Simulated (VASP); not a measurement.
Here is a VASP 6.6.1 calculation.

File INCAR:

```
SYSTEM = RbBr
PREC = Accurate
ENCUT = 600
EDIFF = 1E-7
ISMEAR = 0
SIGMA = 0.02
LREAL = .False.
LASPH = .True.
NELM = 60
ALGO = Normal
ISIF = 3
LWAVE = .False.
LCHARG = .False.
GGA = PE
IBRION = 2
NSW = 100
EDIFFG = -0.01
```

KPOINTS

```
regular mesh
0
Gamma
  6 6 6
  0 0 0
```

Contents of POSCAR:

```
RbBr
1.0
    4.7300067576      0.0000000000      0.0000000000
   -2.3650033788      4.0963060122      0.0000000000
    0.0000000000      0.0000000000      4.3745354067
Rb Br
1 1
Direct
    0.3333333333      0.6666666667      0.5000000000
    0.0000000000      0.0000000000      0.0000000000
```

Potentials or basis: VASP PAW PBE potentials, release 64 (Rb_sv, Br).

The run is started by

```bash
$ cat potpaw_PBE.64/Rb_sv/POTCAR potpaw_PBE.64/Br/POTCAR > POTCAR
$ mpirun -np 1 vasp_std > vasp.out
```

(1) What does it give for the space group after relaxing (to 0.05 Å)?

(2) Estimate the relaxed cell.

(3) Predict the relaxed volume.

Results:

(1) P-6m2 (No. 187).

(2) a = 4.781 Å, b = 4.781 Å, c = 4.365 Å, α = 90.00°, β = 90.00°, γ = 120.00°.

(3) 43.20 Å³/atom.
